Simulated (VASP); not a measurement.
# Si5Ni19 in VASP: a series of runs, part 2 of 2

VASP 6.6.1.

## Step 4: Single point, PBE

INCAR

```
ALGO = Normal
EDIFF = 1E-6
ENCUT = 520
GGA = PE
GGA_COMPAT = False
ISIF = 2
ISMEAR = -1
ISYM = 0
LASPH = True
LCHARG = False
LREAL = False
LWAVE = False
NBANDS = 123
NELM = 120
PREC = Accurate
SIGMA = 0.0862
```

KPOINTS

```
Automatic mesh
0
Gamma
  1 1 1
  0.25 0.25 0.25
```

POSCAR

```
Si5Ni19
1.0
    6.7405220000     -0.2054610000     -0.1773920000
   -0.2054610000      6.5498610000      0.0568880000
   -0.1773920000      0.0568880000      6.3235750000
Ni Si
19 5
Direct
    0.8365827940     -0.0210731679      0.9170731596
    0.6183516301      0.0677839012      0.1203595343
    0.7103821325      0.3023811874      0.4089804021
    0.2433470135      0.5292787222      0.3503244929
    0.1456535313      0.5536305885      0.8809717342
    0.9974106265      0.1198254302      0.2801130748
    0.1872014516      0.8796633706      0.5195611264
    0.5144786697      0.0917972785      0.7408396732
    0.3071225973      0.8638993413      0.1800926827
    0.4733019482      0.7579902136      0.8595583087
    0.6273399525      0.6433698301      0.2254066831
    0.4912561756      0.4376186691      0.6185932269
    0.8420745245      0.3136606964      0.7229909908
   -0.0667106845      0.6036751265      0.4689809463
    0.2423060363      0.2157729753     -0.0175530045
    0.8006729892      0.6302485265      0.8216289685
    0.8419793778     -0.0395078959      0.5290421844
    0.3916529957      0.1713108440      0.3738609215
    0.8587134706      0.3862420830      0.0765218030
    0.5024859201      0.4080690919      0.9637081473
    0.4928597554      0.7957525107      0.5201470069
    0.9717187761      0.7539390405      0.1455912285
    0.1207030352      0.9055827608      0.8187941095
    0.1282092075      0.2636362690      0.5903367237
```

Potentials or basis: VASP PAW PBE potentials, release 64 (Ni, Si).

Command:

```
$ cat potpaw_PBE.64/Ni/POTCAR potpaw_PBE.64/Si/POTCAR > POTCAR
$ mpirun -np 1 vasp_std > vasp.out
```

OUTCAR:

```text
EDIFF = 1E-6
   ENCUT = 520
   GGA = PE
   ISIF = 2
   ISMEAR = -1
   ISYM = 0
   LASPH = True
   LREAL = False
   NELM = 120
   PREC = Accurate

 ion  position               nearest neighbor table
   1  0.837  0.979  0.917-   2 2.12  23 2.13  22 2.24  16 2.37  17 2.46  13 2.49   8 2.53   6 2.64
                            10 2.78  19 2.86  15 3.07
   2  0.618  0.068  0.120-   1 2.12  18 2.41   3 2.44   9 2.46   8 2.47  20 2.57  19 2.58   6 2.70
                            10 2.74  11 2.85  15 2.86  17 3.02
   3  0.710  0.302  0.409-  13 2.13  18 2.27  12 2.27  19 2.42  14 2.43   2 2.44   6 2.52  17 2.55
                            11 2.58   8 2.83  24 3.01
   4  0.243  0.529  0.350-  14 2.34  24 2.41  12 2.41   9 2.45  21 2.56  18 2.61   7 2.61  22 2.68
                            11 2.80   5 3.01
   5  0.146  0.554  0.881-  23 2.35  15 2.41  16 2.42  10 2.52  22 2.53  19 2.54  24 2.66  13 2.66
                            20 2.67   9 2.92  14 2.93   4 3.01  12 3.08
   6  0.997  0.120  0.280-  17 2.16  24 2.30  19 2.36   3 2.52   7 2.52  22 2.55  15 2.61   1 2.64
                            18 2.69   2 2.70   9 2.86
[... 211 lines left out ...]
      1      -1.5681      2.00000
      2      -0.4457      2.00000
      3       0.0610      2.00000
      4       0.5280      2.00000
      5       1.1694      2.00000
      6       2.9013      2.00000
[... 109 lines left out ...]
    116      11.4410      0.00000
    117      11.7601      0.00000
 [bands above 117 left out]

------------------------ aborting loop because EDIFF is reached ----------------------------------------

  FORCE on cell =-STRESS in cart. coord.  units (eV):
  Direction    XX          YY          ZZ          XY          YZ          ZX
  --------------------------------------------------------------------------------------
  -------------------------------------------------------------------------------------
  Total        1.2819622     -0.3423210     12.9179196     -1.1948923     -0.6380940    -10.9689210
  in kB        7.3698994     -1.9679765     74.2640973     -6.8693412     -3.6683521    -63.0594591
  external PRESSURE =      26.5553401 kB  Pullay stress =       0.0000000 kB

 VOLUME and BASIS-vectors are now :
 -----------------------------------------------------------------------------
  energy-cutoff  :      520.00
  volume of cell :      278.69
      direct lattice vectors                 reciprocal lattice vectors
     6.740522000 -0.205461000 -0.177392000     0.148606077  0.004625742  0.004127156
    -0.205461000  6.549861000  0.056888000     0.004625742  0.152830914 -0.001245130
    -0.177392000  0.056888000  6.323575000     0.004127156 -0.001245130  0.158265373

 POSITION                                       TOTAL-FORCE (eV/Angst)
 -----------------------------------------------------------------------------------
      5.27519      6.29212      5.70647        -0.003249      0.544455     -0.538955
      4.13273      0.32377      0.65527        -1.408167      0.654940      1.499572
      4.65367      1.85787      2.47740         0.387373     -0.625083     -2.177161
      1.46940      3.43663      2.20224         0.539849     -0.252593     -1.082121
      0.71175      3.64639      5.57655         0.191193     -0.089203     -0.181315
      6.64876      0.59585      1.60120         1.329862      0.612274     -2.073985
[... 16 lines left out ...]
      0.48229      5.95322      5.20781         0.852354     -0.057071      2.738949
      0.70531      1.73402      3.72529         0.976599      0.286757     -0.030424
 -----------------------------------------------------------------------------------
    total drift:                               -0.000096     -0.000137      0.000509

  FREE ENERGIE OF THE ION-ELECTRON SYSTEM (eV)
  ---------------------------------------------------
  free  energy   TOTEN  =      -132.2557595095 eV

  energy  without entropy=     -131.5439647988  energy(sigma->0) =     -131.89986215
```

Run time: 90 s. Hardware: 1 thread of Intel Xeon 6975P-C (Granite Rapids), shared host; peak memory 0.34 GiB.

Results:

- Free energy: -132.2558 eV
- Pressure: 2.7 GPa
- Largest force: 2.869 eV/Å
- Band gap on the k mesh: 0.04 eV

Forces on the atoms (eV/Å):
```
Ni  -0.003  0.544 -0.539
Ni  -1.408  0.655  1.500
Ni   0.387 -0.625 -2.177
Ni   0.540 -0.253 -1.082
Ni   0.191 -0.089 -0.181
Ni   1.330  0.612 -2.074
Ni  -0.005  0.144 -2.077
Ni   0.054  0.431 -0.451
Ni   0.173 -0.290 -1.320
Ni  -0.631 -0.477  1.149
Ni  -0.276  0.468 -0.222
Ni  -0.516  1.435 -0.011
Ni   0.476 -1.466  1.011
Ni  -0.588 -0.473  0.529
Ni  -1.361 -1.488  0.244
Ni  -0.834  1.868 -0.289
Ni  -1.858 -1.002  1.752
Ni  -1.247  0.135 -0.254
Ni   0.325 -0.061  1.264
Si   1.619  0.640  1.214
Si   1.764 -0.291 -1.562
Si   0.038 -0.648  0.869
Si   0.852 -0.057  2.739
Si   0.977  0.287 -0.030
```

Levels at points of the mesh, in eV from the valence-band top:
```tsv
k point	band 103	band 104	band 105	band 106	band 107	band 108
(0.25, 0.25, 0.25)	-0.12	-0.10	0.00	0.04	0.09	0.25
```

Caveat: the k points lie up to 0.99 Å⁻¹ apart. Spin polarisation is off, so any magnetic state and its effect on volume and gap are missing.

## Step 5: Single point, PBE

INCAR

```
ALGO = Normal ; EDIFF = 1E-6
ENCUT = 520 ; GGA = PE
GGA_COMPAT = F ; ISIF = 2
ISMEAR = -1 ; ISYM = 0
LASPH = T ; LCHARG = F
LREAL = F ; LWAVE = F
NBANDS = 123 ; NELM = 120
PREC = Accurate ; SIGMA = 0.05
```

KPOINTS is that of step 4.

POSCAR

```
Si5Ni19
1.0
    6.7405220000     -0.2054610000     -0.1773920000
   -0.2054610000      6.5498610000      0.0568880000
   -0.1773920000      0.0568880000      6.3235750000
Ni Si
19 5
Direct
    0.8311585393      0.9811183191      0.9318845774
    0.5873630659      0.0563813091      0.1366099222
    0.7172773232      0.2717136805      0.3922387275
    0.2655570522      0.5301109545      0.2870649505
    0.1493093041      0.5520408014      0.9068999386
    1.0219464501      0.1262356711      0.2603895470
    0.1818152470      0.8769663056      0.4941558709
    0.4953362944      0.1022342899      0.7311718121
    0.3037076529      0.8672412118      0.1472663311
    0.4438499822      0.7404467157      0.8514061908
    0.6414022276      0.6801529002      0.2030865588
    0.5091523953      0.4717534462      0.6088887143
    0.8326437350      0.2916739258      0.7399476706
    0.9172007908      0.5682853706      0.4882893718
    0.2364092915      0.2155769916      0.9726051123
    0.7896161674      0.6451686360      0.8155224280
    0.8322953678      0.9479130808      0.5520376781
    0.3592550481      0.1990846773      0.3623073091
    0.8949881184      0.4214696679      0.0982880990
    0.5497923644      0.3876910414      1.0102210852
    0.5165478780      0.8170109334      0.5196595823
    0.9624829892      0.7730293123      0.1740291988
    0.1462926640      0.9114042676      0.8218458992
    0.1573275575      0.3055119068      0.6270242211
```

Command:

```
$ cat potpaw_PBE.64/Ni/POTCAR potpaw_PBE.64/Si/POTCAR > POTCAR
$ mpirun -np 1 vasp_std > vasp.out
```

It took 92 s on 1 thread of Intel Xeon 6975P-C (Granite Rapids), shared host; peak memory 0.34 GiB.

It converged, with:

| Property | Result |
| --- | --- |
| Free energy | -133.9481 eV |
| Pressure | -1.3 GPa |
| Largest force | 1.457 eV/Å |
| Band gap on the k mesh | 0.04 eV |

Forces in eV/Å, atoms in the order of the input:
```
Ni   0.048  0.252 -0.341
Ni   0.423  0.254 -0.208
Ni  -0.302 -0.007 -0.100
Ni  -0.256  0.266  0.290
Ni  -0.209  0.571 -0.966
Ni  -0.460  0.029  0.463
Ni   0.234 -0.546 -0.432
Ni   0.072  0.363 -0.153
Ni  -0.828  0.151  0.509
Ni   0.693 -0.094  0.208
Ni  -0.811 -0.283  0.426
Ni  -0.082 -0.449 -0.191
Ni   0.490  0.195  0.358
Ni   0.766  0.204 -0.472
Ni   0.235 -0.136  0.524
Ni   0.023  0.258  0.325
Ni   0.197 -0.106 -0.143
Ni   0.240 -0.402  0.409
Ni  -0.703 -0.590  1.069
Si  -0.258  0.403 -0.491
Si   0.091 -0.125 -1.440
Si   1.106 -0.473  0.821
Si  -0.783 -0.030  0.556
Si   0.074  0.295 -1.022
```

Stress tensor (GPa, compression positive):
```
-3.21  1.34 -3.30
 1.34  0.05  0.26
-3.30  0.26 -0.75
```

Levels at points of the mesh, in eV from the valence-band top:
| k point | band 103 | band 104 | band 105 | band 106 | band 107 | band 108 |
| --- | --- | --- | --- | --- | --- | --- |
| (0.25, 0.25, 0.25) | -0.11 | -0.06 | 0.00 | 0.04 | 0.13 | 0.27 |

Caveat: the k points lie up to 0.99 Å⁻¹ apart.
